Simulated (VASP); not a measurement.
Here is a VASP 6.6.1 calculation.

The input POSCAR:

```
GaN
1.0
    3.1830984305      0.0000000000      0.0000000000
   -1.5915492153      2.7566441036      0.0000000000
    0.0000000000      0.0000000000      5.1835962350
Ga N
2 2
Direct
    0.3257011620      0.6666666667      0.9991101043
    0.6742988380      0.3333333333      0.4991101043
    0.2862094371      0.6666666667      0.3758898957
    0.7137905629      0.3333333333      0.8758898957
```

The input INCAR.step1:

```
SYSTEM = GaN
PREC = Accurate
ENCUT = 520
ISMEAR = 0
SIGMA = 0.05
LREAL = .FALSE.
LASPH = .TRUE.
NELM = 60
NBANDS = 26
GGA = PE
ALGO = Normal
EDIFF = 1E-4
LWAVE = .TRUE.
LCHARG = .FALSE.
```

INCAR.step2

```
SYSTEM = GaN
PREC = Accurate
ENCUT = 520
EDIFF = 1E-6
ISMEAR = 0
SIGMA = 0.05
LREAL = .FALSE.
LASPH = .TRUE.
NELM = 60
ALGO = Normal
ISIF = 2
LWAVE = .FALSE.
LCHARG = .TRUE.
METAGGA = R2SCAN
LMIXTAU = .TRUE.
LELF = .TRUE.
LVHAR = .TRUE.
NBANDS = 26
ISTART = 1
```

Contents of KPOINTS:

```
regular mesh
0
G
  12 12 6
  0 0 0
```

Potentials or basis: VASP PAW PBE potentials, release 64 (Ga_d, N).

Launch:

```bash
$ cat potpaw_PBE.64/Ga_d/POTCAR potpaw_PBE.64/N/POTCAR > POTCAR
$ cp INCAR.step1 INCAR
$ mpirun -np 1 vasp_std > vasp.out
$ cp INCAR.step2 INCAR
$ mpirun -np 1 vasp_std > vasp.out
```

Task: What does it give for the pressure?

Result: 4.8 GPa.

Task: Predict the largest force.

Result: 2.784 eV/Å.

Stress tensor (GPa, compression positive):
```
 7.73 12.55  0.00
12.55  3.99  0.00
 0.00  0.00  2.69
```

Caveat: the cell differs from its parent crystal (atoms displaced along a vibrational mode); the stress differs along the axes, from 3 to 8 GPa; the PAW data sets were made with another functional, which shifts forces and pressure a little.
